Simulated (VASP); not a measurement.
TiB6:

```xyz
7
Lattice="-2.7231 2.7231 2.7231 2.7231 -2.7231 2.7231 2.7231 2.7231 -2.7231" Properties=species:S:1:pos:R:3 pbc="T T T"
Ti    0.0000    0.0000    0.0000
B     0.0000    0.0000    3.8705
B     0.0000    0.0000    1.5757
B     1.5757    0.0000    0.0000
B     3.8705    0.0000    0.0000
B     0.0000    3.8705    0.0000
B     0.0000    1.5757    0.0000
```

| Property | Result |
| --- | --- |
| Program | VASP 6.6.1 |
| Task | relaxation of cell and atoms |
| Functional | PBE |
| Potentials or basis | VASP PAW PBE potentials, release 64 (Ti_sv, B) |
| Cutoff | 600 eV |
| k mesh | 4 × 4 × 4 |
| Occupations | gaussian, width 0.1 eV |
| Spin | no spin polarisation |

At the start: pressure 48.8 GPa; volume 11.54 Å³/atom.

**Question.** Where does the relaxation end?

**Answer.** Over 11 steps the energy falls by 2154.2 meV/atom and the volume is 14.91 Å³/atom (+29.2 %); space group Im-3m (No. 229, to 0.05 Å).

The path:
```tsv
step	energy change (eV)	largest force (eV/Å)	pressure (GPa)	volume (Å³)
1	0.0000	10.3878	48.81	80.77
2	-13.0003	4.4867	-5.89	129.23
3	-14.7240	1.4601	-6.84	113.83
4	-14.7663	0.9676	-7.27	115.43
5	-14.7683	0.7153	-7.45	116.21
6	-14.8297	2.2035	1.42	105.90
7	-14.9787	0.6788	-3.10	110.29
8	-15.0790	0.0514	-0.20	104.57
9	-15.0790	0.0534	-0.21	104.55
10	-15.0790	0.0537	0.19	104.16
11	-15.0793	0.0001	0.01	104.36
```

Final structure:
```yaml
crystal:
  lattice:
    - [-2.96589, 2.96589, 2.96589]
    - [2.96589, -2.96589, 2.96589]
    - [2.96589, 2.96589, -2.96589]
  atoms:
    - { symbol: Ti, position: [0.00000, 0.00000, 0.00000] }
    - { symbol: B, position: [0.63644, 0.63644, 0.00000] }
    - { symbol: B, position: [0.36356, 0.36356, 0.00000] }
    - { symbol: B, position: [0.00000, 0.36356, 0.36356] }
    - { symbol: B, position: [0.00000, 0.63644, 0.63644] }
    - { symbol: B, position: [0.63644, 0.00000, 0.63644] }
    - { symbol: B, position: [0.36356, 0.00000, 0.36356] }
```

Caveat: the k points lie up to 0.37 Å⁻¹ apart in the final cell; the volume moved by over 15 % at a fixed basis, so the end points are rough.
